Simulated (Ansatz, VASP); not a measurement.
# Two plane-wave programs on Al4N5

```xyz
18
Lattice="6.2179 0.0000 0.0000 0.0000 4.9778 0.0000 0.0000 0.0000 22.0612" Properties=species:S:1:pos:R:3 pbc="T T T"
Al    0.0000    4.9701    4.0000
Al    3.1089    4.9701    4.0000
Al    1.5545    2.4812    4.8975
Al    4.6634    2.4812    4.8975
Al    1.5545    4.9415    6.8037
Al    4.6634    4.9415    6.8037
Al    0.0000    2.3100    7.3691
Al    3.1089    2.3100    7.3691
N     0.0000    3.0691    4.0000
N     3.1089    3.0691    4.0000
N     1.5545    0.5802    4.8975
N     4.6634    0.5802    4.8975
N     1.5545    3.0586    6.7753
N     4.6634    3.0586    6.7753
N     0.0000    0.5522    7.5612
N     3.1089    0.5522    7.5612
N     0.7772    0.5522   10.9612
N     0.7772    0.5522   12.0612
```

Alike in both runs: task single point; functional PBE; dispersion D3(BJ); k mesh 5 × 6 × 1; occupations gaussian, width 0.05 eV; no spin polarisation.

```csv
,VASP,Ansatz
version,VASP 6.6.1,Ansatz 0.2.0
potentials or method,"VASP PAW PBE potentials, release 64 (Al, N), cutoff 520 eV","scalar-relativistic, plane waves, PAW"
valence electrons in the cell,74,74
```

Ansatz gave:

```
gap on the k mesh at the Fermi level (eV) : 1.44
least direct gap on the mesh (eV)         : 1.45
rms of the force components (eV/Å)        : 0.710
```

Problem. Which values does VASP return?

Solution. gap on the k mesh at the Fermi level (eV): 1.43; least direct gap on the mesh (eV): 1.45; rms of the force components (eV/Å): 0.819.

Noted on VASP's run: the standard files for N, O and F lose accuracy on very short bonds.
